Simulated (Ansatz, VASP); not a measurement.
Two plane-wave programs on HfO2

```
CELL_PARAMETERS angstrom
-1.99647 1.99647 5.27249
1.99647 -1.99647 5.27249
1.99647 1.99647 -5.27249
ATOMIC_POSITIONS crystal
Hf 0.00000 0.00000 0.00000
Hf 0.75000 0.25000 0.50000
O 0.95211 0.45211 0.50000
O 0.20211 0.20211 0.00000
O 0.54789 0.04789 0.50000
O 0.79789 0.79789 0.00000
```

Alike in both runs: task single point; functional r2SCAN; k mesh 10 × 10 × 10; no spin polarisation.

```csv
,VASP,Ansatz
version,VASP 6.6.1,Ansatz 0.2.0
potentials or method,"VASP PAW PBE potentials, release 64 (Hf_pv, O)","plane waves, PAW"
plane-wave cutoff (eV),520,500
occupations,"gaussian, width 0.01 eV",fixed
valence electrons in the cell,44,76
```

|  | VASP | Ansatz | Ansatz less VASP |
| --- | --- | --- | --- |
| gap on the k mesh at the Fermi level (eV) | 5.03 | 5.02 | -0.005 |
| pressure (GPa) | -2.8 | 0.0 | +2.78 |
| traceless stress, the component that is largest in VASP (GPa) | -0.31 | 0.01 | +0.322 |
| rms of the force components (eV/Å) | 0.025 | 0.000 | -0.0245 |

VASP's potentials were made for PBE, not for r2SCAN. Atom by atom the forces differ by 0.024 eV/Å (rms over components). VASP's potentials hold 44 valence electrons a cell and Ansatz's 76, so a difference there can come from the potentials and not from the codes.

Spin-orbit coupling is off throughout.
